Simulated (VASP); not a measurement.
# PrHRh3 in VASP: notebook, part 3 of 3

VASP 6.6.1. The steps go on from the part before.

### 6 Relaxation of cell and atoms, PBE

This run uses another cell than the first one, of 14.13 Å³/atom.

File INCAR:

```
SYSTEM = PrHRh3
PREC = Accurate
ENCUT = 500
EDIFF = 1E-7
ISMEAR = 0
SIGMA = 0.2
LREAL = .FALSE.
LASPH = .TRUE.
NELM = 200
ALGO = Normal
ISIF = 3
LWAVE = .FALSE.
LCHARG = .FALSE.
GGA = PE
IBRION = 2
NSW = 36
EDIFFG = -0.08
GGA_COMPAT = .FALSE.
NELMIN = 4
LMAXMIX = 6
```

File KPOINTS:

```
Automatic mesh
0
G
  4 4 4
  0 0 0
```

File POSCAR:

```
PrHRh3
1.0
    4.1340525700      0.0000000000      0.0000000000
    0.0000000000      4.1340525700      0.0000000000
    0.0000000000      0.0000000000      4.1340525700
Pr H Rh
1 1 3
Direct
    0.0000000000      0.0000000000      0.0000000000
    0.5000000000      0.5000000000      0.5000000000
    0.0000000000      0.5000000000      0.5000000000
    0.5000000000      0.5000000000      0.0000000000
    0.5000000000      0.0000000000      0.5000000000
```

Potentials or basis: VASP PAW PBE potentials, release 64 (Pr_3, H, Rh_pv), 4f in core.

Started as:

```
> cat potpaw_PBE.64/Pr_3/POTCAR potpaw_PBE.64/H/POTCAR potpaw_PBE.64/Rh_pv/POTCAR > POTCAR
> mpirun -np 1 vasp_std > vasp.out
```

OUTCAR:

```text
SYSTEM = PrHRh3
   PREC = Accurate
   ENCUT = 500
   EDIFF = 1E-7
   ISMEAR = 0
   LREAL = .FALSE.
   LASPH = .TRUE.
   NELM = 200
   ISIF = 3
   GGA = PE
   IBRION = 2
   NSW = 36
   EDIFFG = -0.08
   NELMIN = 4

 ion  position               nearest neighbor table
   1  0.000  0.000  0.000-   3 2.92   4 2.92   5 2.92   3 2.92   5 2.92   3 2.92   4 2.92   3 2.92
                             4 2.92   5 2.92   5 2.92   4 2.92
   2  0.500  0.500  0.500-   3 2.07   4 2.07   5 2.07   4 2.07   5 2.07   3 2.07
   3  0.000  0.500  0.500-   2 2.07   2 2.07   4 2.92   5 2.92   1 2.92   4 2.92   1 2.92   5 2.92
                             1 2.92   1 2.92   4 2.92   5 2.92   4 2.92   5 2.92
   4  0.500  0.500  0.000-   2 2.07   2 2.07   3 2.92   5 2.92   1 2.92   3 2.92   5 2.92   1 2.92
                             5 2.92   5 2.92   1 2.92   3 2.92   3 2.92   1 2.92
   5  0.500  0.000  0.500-   2 2.07   2 2.07   3 2.92   4 2.92   1 2.92   4 2.92   1 2.92   3 2.92
                             4 2.92   4 2.92   1 2.92   3 2.92   1 2.92   3 2.92

  LATTYP: Found a simple cubic cell.
 ALAT       =     4.1340525700

  Lattice vectors:

 A1 = (   4.1340525700,   0.0000000000,   0.0000000000)
 A2 = (   0.0000000000,   4.1340525700,   0.0000000000)
 A3 = (   0.0000000000,   0.0000000000,   4.1340525700)

Analysis of symmetry for initial positions (statically):
=====================================================================
 Subroutine PRICEL returns:
 Original cell was already a primitive cell.

 Routine SETGRP: Setting up the symmetry group for a
 simple cubic supercell.

 Subroutine GETGRP returns: Found 48 space group operations
 (whereof 48 operations were pure point group operations)
 out of a pool of 48 trial point group operations.

The static configuration has the point symmetry O_h .

Analysis of symmetry for dynamics (positions and initial velocities):
=====================================================================
 Subroutine PRICEL returns:
 Original cell was already a primitive cell.

 Routine SETGRP: Setting up the symmetry group for a
 simple cubic supercell.
[... 105 lines left out ...]
   TEBEG  =    0.0;   TEEND  =   0.0 temperature during run
   PSTRESS=    0.0 pullay stress
   NELECT =      57.0000    total number of electrons
   NUPDOWN=      -1.0000    fix difference up-down
   EMIN   =  10.00;   EMAX   =-10.00  energy-range for DOS
   EFERMI =   0.00;   METHOD = LEGACY
   ISMEAR =     0;   SIGMA  =   0.20  broadening in eV -4-tet -1-fermi 0-gaus
   EFERMI_NEDOS =   21; number of points for ismear=-14 and -15
   IALGO  =     38    algorithm
   IMIX   =      4    mixing-type and parameters
     AMIX     =   0.40;   BMIX     =  1.00
     AMIX_MAG =   1.60;   BMIX_MAG =  1.00
  volume/ion in A,a.u.               =      14.13        95.36
  Fermi-wavevector in a.u.,A,eV,Ry     =   1.524019  2.879979 31.601364  2.322635
  Thomas-Fermi vector in A             =   2.632383
   LORBIT       =      0    0 simple, 1 ext, 2 COOP (PROOUT), +10 PAW based schemes
   GGA     = PE    functional components
   LHFCALC =     F    Hartree Fock is set to
   AEXX    =    0.0000 exact exchange contribution
   IVDW    =     0    specifies the selected vdW correction
   LEPSILON=     F    determine dielectric tensor
   LRPA    =     F    only Hartree local field effects (RPA)
 conjugate gradient relaxation of ions
 non-spin polarized calculation
 Gauss-broadening in eV      SIGMA  =   0.20
  energy-cutoff  :      500.00
  volume of cell :       70.65
 maximum number of plane-waves:      1856
   NGX = 15   NGY = 15   NGZ = 15

--------------------------------------- Ionic step        1  -------------------------------------------

 number of electron      57.0000005 magnetization

 Free energy of the ion-electron system (eV)
  ---------------------------------------------------
  ext. energy  EPLUGINS =         0.00000000
  ---------------------------------------------------
  free energy    TOTEN  =       -31.54280354 eV

  energy without entropy =      -31.46783580  energy(sigma->0) =      -31.50531967

------------------------ aborting loop because EDIFF is reached ----------------------------------------

  FORCE on cell =-STRESS in cart. coord.  units (eV):
  Direction    XX          YY          ZZ          XY          YZ          ZX
  --------------------------------------------------------------------------------------
  -------------------------------------------------------------------------------------
  Total        1.6725141      1.6725141      1.6725141      0.0000000     -0.0000000     -0.0000000
  in kB       37.9273404     37.9273404     37.9273404      0.0000000     -0.0000000     -0.0000000
  external PRESSURE =      37.9273404 kB  Pullay stress =       0.0000000 kB
[... 65 lines left out ...]
--------------------------------------- Ionic step        3  -------------------------------------------

 number of electron      56.9999974 magnetization

 Free energy of the ion-electron system (eV)
  ---------------------------------------------------
  ext. energy  EPLUGINS =         0.00000000
  ---------------------------------------------------
  free energy    TOTEN  =       -31.56237998 eV

  energy without entropy =      -31.48431021  energy(sigma->0) =      -31.52334509

 E-fermi :   8.1929     XC(G=0): -12.6032

 val. band max:        8.1644766771   @ k =   0.2500   0.0000   0.0000
 cond. band min:       8.2686357331   @ k =   0.5000   0.2500   0.2500
 fundamental gap:      0.1041590560
 Fermi energy:         8.1928810790

 k-point     1 :       0.0000    0.0000    0.0000
  band No.  band energies     occupation
      1     -37.6865      2.00000
      2     -37.6865      2.00000
      3     -37.6865      2.00000
      4     -37.4812      2.00000
      5     -37.4812      2.00000
      6     -37.4812      2.00000
[... 391 lines left out ...]
  FREE ENERGIE OF THE ION-ELECTRON SYSTEM (eV)
  ---------------------------------------------------
  free  energy   TOTEN  =       -31.5623799789 eV

  energy  without entropy=      -31.4843102107  energy(sigma->0) =      -31.52334509

 reached required accuracy - stopping structural energy minimisation
```

Run time: 44 s. Hardware: 1 thread of Intel Xeon Platinum 8559C (Emerald Rapids), shared host; peak memory 0.18 GiB.

Results:

```yaml
Free_energy: -31.5624 eV
Relaxed_volume: 14.47 Å³/atom
Relaxed_cell: a = 4.167 Å, b = 4.167 Å, c = 4.167 Å, α = 90.00°, β = 90.00°, γ = 90.00°
Space_group_after_relaxing_to_0.1_Å: Pm-3m (No. 221)
Energy_gained_by_relaxing: 3.9 meV/atom
Ionic_steps: 3
Pressure_after_relaxing: 0.0 GPa
Band_gap_on_the_k_mesh: zero (an odd number of electrons rules out a gap without spin polarisation)
```

Step by step:
```tsv
step	energy change (eV)	largest force (eV/Å)	pressure (GPa)	volume (Å³)
1	0.0000	0.0000	3.79	70.65
2	0.0002	0.0000	-3.47	74.13
3	-0.0196	0.0000	-0.01	72.35
```

Final structure:
```yaml
crystal:
  lattice:
    - [4.16695, 0.00000, 0.00000]
    - [0.00000, 4.16695, 0.00000]
    - [0.00000, 0.00000, 4.16695]
  atoms:
    - { symbol: Pr, position: [0.00000, 0.00000, 0.00000] }
    - { symbol: H, position: [0.50000, 0.50000, 0.50000] }
    - { symbol: Rh, position: [0.00000, 0.50000, 0.50000] }
    - { symbol: Rh, position: [0.50000, 0.50000, 0.00000] }
    - { symbol: Rh, position: [0.50000, 0.00000, 0.50000] }
```

Levels at points of the mesh, in eV from the Fermi level:
```csv
k point,band 25,band 26,band 27,band 28,band 29,band 30,band 31,band 32
"(0.00, 0.00, 0.00)",-0.47,0.40,0.67,0.67,0.67,3.57,3.57,3.57
"(0.50, 0.00, 0.00)",-0.94,-0.88,-0.88,-0.84,-0.27,0.67,2.35,2.35
"(0.50, 0.50, 0.00)",-1.32,-1.32,-1.31,-0.82,-0.73,-0.55,2.72,2.72
"(0.50, 0.50, 0.50)",-1.28,-1.28,0.40,0.40,0.40,3.02,3.02,3.02
```

Caveat: the k points lie up to 0.38 Å⁻¹ apart in the final cell, too coarse for converged energies and pressures of a metal; spin-orbit coupling is left out, which moves the levels of the heavy elements; the 4f electrons are frozen in the core, so they carry no moment and show no levels.

### 7 Summary

```tsv
task	cell	gap on the mesh (eV)	pressure (GPa)	relaxed volume (Å³/atom)
single point	a = 5.105 Å, 5 atoms, atomic positions A	none	-0.1	-
single point	a = 4.170, b = 4.170, c = 4.172 Å, angles 90.0, 90.0, 90.1°, 5 atoms, atomic positions B	none	-0.4	-
single point	a = 4.167 Å, 5 atoms, atomic positions B	none	-0.1	-
relaxation of cell and atoms	relaxed from a = 4.097 Å, 5 atoms, atomic positions B	none	-0.1	14.48
relaxation of cell and atoms	relaxed from a = 4.134 Å, 5 atoms, atomic positions B	none	0.0	14.47
```

Alike in all rows: level PBE; potentials or basis VASP PAW PBE potentials, release 64 (Pr_3, H, Rh_pv), 4f in core; no spin polarisation; k mesh 4 × 4 × 4; cutoff (eV) 500; smearing gaussian 0.2 eV.

Caveats: some runs use coarse meshes; spin-orbit coupling is left out, which moves the levels of the heavy elements; the 4f electrons are frozen in the core, so they carry no moment and show no levels.

Total energies depend on the potentials used, so only differences within one code and one set of settings carry meaning.
